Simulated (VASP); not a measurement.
Set up this calculation in VASP 6.6.1, as the native input.

* Task: single point
* Functional: PBE
* Potentials or basis: VASP PAW PBE potentials, release 64 (Ga_d, P)
* Cutoff: 520 eV
* k mesh: 9 × 9 × 9
* Occupations: gaussian, width 0.05 eV
* Spin: no spin polarisation
* Dipole correction: no
* Further INCAR settings: ALGO = Normal; EDIFF = 1e-06; NBANDS = 26

The structure of GaP lies in POSCAR:

```
GaP
1.0
    1.9605235829      1.1319088183      7.3277836450
   -1.9605235829      1.1319088183      7.3277836450
    0.0000000000     -2.2638176367      7.3277836450
Ga P
2 2
Direct
    0.4355841032      0.4355841032      0.4355841032
    0.5644158968      0.5644158968      0.5644158968
    0.0575077006      0.0575077006      0.0575077006
    0.9424922994      0.9424922994      0.9424922994
```

This cell differs from its parent crystal: volume 24.392 Å^3 an atom, c/a of the conventional cell 5.6065.

One way to write it, as run:

INCAR

```
SYSTEM = GaP
PREC     = Accurate       ! precision mode
ENCUT    = 520            ! plane-wave cutoff, eV
EDIFF    = 1E-6           ! SCF threshold, eV
ISMEAR   = 0              ! smearing method
SIGMA    = 0.05           ! smearing width, eV
LREAL    = .FALSE.        ! projectors in reciprocal space
LASPH    = .TRUE.         ! aspherical terms in the spheres
NELM     = 80             ! most SCF steps
ALGO     = Normal         ! electronic algorithm
ISIF     = 2              ! what is computed and relaxed
LWAVE    = .FALSE.        ! write WAVECAR
LCHARG   = .TRUE.         ! write CHGCAR
GGA      = PE             ! functional
LELF     = .TRUE.         ! ELF
LVHAR    = .TRUE.       
NBANDS   = 26             ! bands
```

KPOINTS

```
Automatic mesh
0
G
  9 9 9
  0 0 0
```

Potentials or basis: VASP PAW PBE potentials, release 64 (Ga_d, P).

Launch:

```sh
$ cat potpaw_PBE.64/Ga_d/POTCAR potpaw_PBE.64/P/POTCAR > POTCAR
$ mpirun -np 1 vasp_std > vasp.out
```

Results of the run:

```yaml
Pressure: -6.9 GPa
Largest_force: 0.427 eV/Å
Band_gap_on_the_k_mesh: zero (filled and empty bands touch)
```

It took 6.3 min on 1 thread of AMD EPYC 9R45 96-Core Processor (Zen 5), on a shared host, peak memory 0.54 GiB.
